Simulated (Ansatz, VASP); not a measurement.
# AlRu in VASP and in Ansatz

File INCAR:

```
PREC     = Accurate       # precision mode
ENCUT    = 600            # plane-wave cutoff, eV
EDIFF    = 1E-6           # SCF threshold, eV
ISMEAR   = -1             # smearing method
SIGMA    = 0.05           # smearing width, eV
LREAL    = F              # projectors in reciprocal space
LASPH    = T              # aspherical terms in the spheres
NELM     = 200            # most SCF steps
ALGO     = Normal         # electronic algorithm
ISIF     = 2              # what is computed and relaxed
LWAVE    = F              # write WAVECAR
LCHARG   = F              # write CHGCAR
LMAXMIX  = 4              # l up to which the mixer works
LDAU     = T              # DFT+U
LDAUTYPE = 2            
LDAUL    = 2 -1           # shell
LDAUU    = 6 0            # U, eV
LDAUJ    = 0 0          
LDAUPRINT= 1            
GGA      = CA             # functional
NBANDS   = 16             # bands
GGA_COMPAT= F
```

File KPOINTS:

```
regular mesh
0
Gamma
  9 9 9
```

Contents of POSCAR:

```
AlRu
1.0
    2.9916000000      0.0000000000      0.0000000000
    0.0000000000      2.9916000000      0.0000000000
    0.0000000000      0.0000000000      2.9916000000
Ru Al
1 1
Direct
    0.5000000000      0.5000000000      0.5000000000
    0.0000000000      0.0000000000      0.0000000000
```

File input.yaml:

```yaml
crystal:
  lattice:
    - [2.9916, 0.0, 0.0]
    - [0.0, 2.9916, 0.0]
    - [0.0, 0.0, 2.9916]
  atoms:
    - { symbol: Ru, position: [0.5, 0.5, 0.5] }
    - { symbol: Al, position: [0.0, 0.0, 0.0] }
hamiltonian:
  xc: lda
  pseudopotentials: { kind: paw }
  hubbard: { sites: [{ species: Ru, l: d, u_eff: 6.0 }] }
kpoints:
  mp_grid: { grid: [9, 9, 9] }
scf:
  occupations: { method: fermi_dirac, width: 0.05 }
  n_extra_bands: 6
output:
  forces: true
  stress: true
  eigenvalues: true
  dos: { projected: false, de: 0.05, nscf_kmesh: { grid: [14, 14, 14] } }
```

Alike in both runs: functional LDA; k mesh 9 × 9 × 9; occupations fermi-dirac, width 0.05 eV; no spin polarisation; Hubbard terms Ru d U = 6.0 eV.

|  | VASP | Ansatz |
| --- | --- | --- |
| version | VASP 6.6.1 | Ansatz 0.2.0 |
| potentials or method | VASP PAW LDA potentials, release 64 (Ru_sv, Al) | Ansatz PAW |
| plane-wave cutoff (eV) | 600 | 420 |
| valence electrons in the cell | 19 | 19 |
| task | single point | density of states |

Ansatz gave:

* gap on the k mesh at the Fermi level (eV): none
* pressure (GPa): -11.3

Problem. Estimate VASP's values.

Solution. gap on the k mesh at the Fermi level (eV): none; pressure (GPa): -8.0.

LDA's correlation is that of Perdew and Zunger in VASP and of Perdew and Wang (1992) in Ansatz. The programs project onto different local orbitals, so the same U acts differently, and such runs can settle in different states. A gap of «none» marks a metal or a gap that the smearing closes.
